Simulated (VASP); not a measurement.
RbBr:

```
Rb Br
1.0
     0.00000    3.46083    3.46083
     3.46083    0.00000    3.46083
     3.46083    3.46083    0.00000
Rb Br
1 1
Direct
  0.00000 0.00000 0.00000
  0.50000 0.50000 0.50000
```

Program: VASP 6.6.1. Alike in all runs: task single point; potentials or basis VASP PAW PBE potentials, release 64 (Rb_sv, Br); no spin polarisation; cell as given; cutoff (eV) 520; smearing gaussian 0.01 eV.

Q: Order these runs on this cell by their band gap on the k mesh, lowest first.
A. level PBE0; k mesh 4 × 4 × 4; grid for exact exchange (PRECFOCK) Normal; share of exact exchange 0.25
B. level r2SCAN; k mesh 6 × 6 × 6
C. level PBE; k mesh 4 × 4 × 4

A: C (4.29 eV), B (4.89 eV), A (6.17 eV).
